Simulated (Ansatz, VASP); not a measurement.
# Two plane-wave programs on Ta2N

Contents of INCAR:

```
SYSTEM = Ta2N
PREC = Accurate
ENCUT = 520
EDIFF = 1E-6
ISMEAR = 0
SIGMA = 0.15
LREAL = .False.
LASPH = .True.
NELM = 60
ALGO = Normal
ISIF = 2
LWAVE = .False.
LCHARG = .True.
GGA = CA
LELF = .True.
LVHAR = .True.
NBANDS = 20
```

File KPOINTS:

```
regular mesh
0
Gamma
  18 18 10
  0 0 0
```

Contents of POSCAR:

```
Ta2N
1.0
    2.9533009287      0.0000000000      0.0000000000
   -1.4766504644      2.5576336293      0.0000000000
    0.0000000000      0.0000000000      4.8708792217
Ta N
2 1
Direct
    0.6666666667      0.3333333333      0.7466885012
    0.3333333333      0.6666666667      0.2533114988
    0.0000000000      0.0000000000      0.0000000000
```

Input for Ansatz:

```yaml
crystal:
  lattice:
    - [2.9533009287, 0.0, 0.0]
    - [-1.4766504644, 2.5576336293, 0.0]
    - [0.0, 0.0, 4.8708792217]
  atoms:
    - { symbol: Ta, position: [0.6666666667, 0.3333333333, 0.7466885012] }
    - { symbol: Ta, position: [0.3333333333, 0.6666666667, 0.2533114988] }
    - { symbol: "N", position: [0.0, 0.0, 0.0] }
basis:
  ecutwfc: 520.0
kpoints:
  mp_grid: { grid: [18, 18, 10] }
hamiltonian:
  xc: lda
  pseudopotentials: { kind: paw, azcp: { folder: soft_1 } }
scf:
  occupations: { method: gaussian, width: 0.15 }
output:
  forces: true
  stress: true
  eigenvalues: true
```

Alike in both runs: task single point; functional LDA; k mesh 18 × 18 × 10; occupations gaussian, width 0.15 eV; no spin polarisation.

|  | VASP | Ansatz |
| --- | --- | --- |
| version | VASP 6.6.1 | Ansatz 0.2.0 |
| potentials or method | VASP PAW LDA potentials, release 64 (Ta_pv, N), cutoff 520 eV | scalar-relativistic, plane waves, PAW |
| valence electrons in the cell | 27 | 31 |

Ansatz gave:

| Quantity | Value |
| --- | --- |
| gap on the k mesh at the Fermi level (eV) | none |
| pressure (GPa) | 19.9 |
| traceless stress, the component that is largest in VASP (GPa) | -8.61 |
| rms of the force components (eV/Å) | 0.431 |

Task: What did VASP give for the same quantities?

Result: gap on the k mesh at the Fermi level (eV): none; pressure (GPa): 21.8; traceless stress, the component that is largest in VASP (GPa): -8.74; rms of the force components (eV/Å): 0.461.

Ansatz warns that its potentials were made for another functional, while VASP's fit it. LDA's correlation is that of Perdew and Zunger in VASP and of Perdew and Wang (1992) in Ansatz. Atom by atom the forces differ by 0.030 eV/Å (rms over components). A gap of «none» marks a metal or a gap that the smearing closes. VASP's potentials hold 27 valence electrons a cell and Ansatz's 31, so a difference there can come from the potentials and not from the codes.

Spin-orbit coupling is off throughout.
